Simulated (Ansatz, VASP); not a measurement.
SnO2 in VASP and in Ansatz

```
CELL_PARAMETERS angstrom
-3.20783 -1.85204 4.08138
3.20783 -1.85204 4.08138
0.00000 3.70408 4.08138
ATOMIC_POSITIONS crystal
Sn 0.50000 0.50000 0.50000
Sn 0.00000 0.00000 0.50000
Sn 0.00000 0.50000 0.00000
Sn 0.50000 0.00000 0.00000
O 0.25336 0.25336 0.25336
O 0.74519 0.74519 0.24519
O 0.74519 0.24519 0.74519
O 0.24519 0.74519 0.74519
O 0.75481 0.75481 0.75481
O 0.25481 0.25481 0.75481
O 0.25481 0.75481 0.25481
O 0.75481 0.25481 0.25481
```

Alike in both runs: task single point; functional LDA; k mesh 6 × 6 × 6; occupations gaussian, width 0.05 eV; no spin polarisation.

|  | VASP | Ansatz |
| --- | --- | --- |
| version | VASP 6.6.1 | Ansatz 0.2.0 |
| potentials or method | VASP PAW LDA potentials, release 64 (Sn_d, O), cutoff 520 eV | scalar-relativistic, plane waves, PAW |
| valence electrons in the cell | 104 | 104 |

|  | VASP | Ansatz | Ansatz less VASP |
| --- | --- | --- | --- |
| gap on the k mesh at the Fermi level (eV) | 1.45 | 1.45 | -0.004 |
| least direct gap on the mesh (eV) | 1.45 | 1.45 | -0.004 |
| pressure (GPa) | -0.1 | -1.1 | -0.98 |
| traceless stress, the component that is largest in VASP (GPa) | -0.96 | -0.30 | +0.661 |
| rms of the force components (eV/Å) | 0.214 | 0.224 | +0.0093 |

LDA's correlation is that of Perdew and Zunger in VASP and of Perdew and Wang (1992) in Ansatz. Atom by atom the forces differ by 0.030 eV/Å (rms over components).
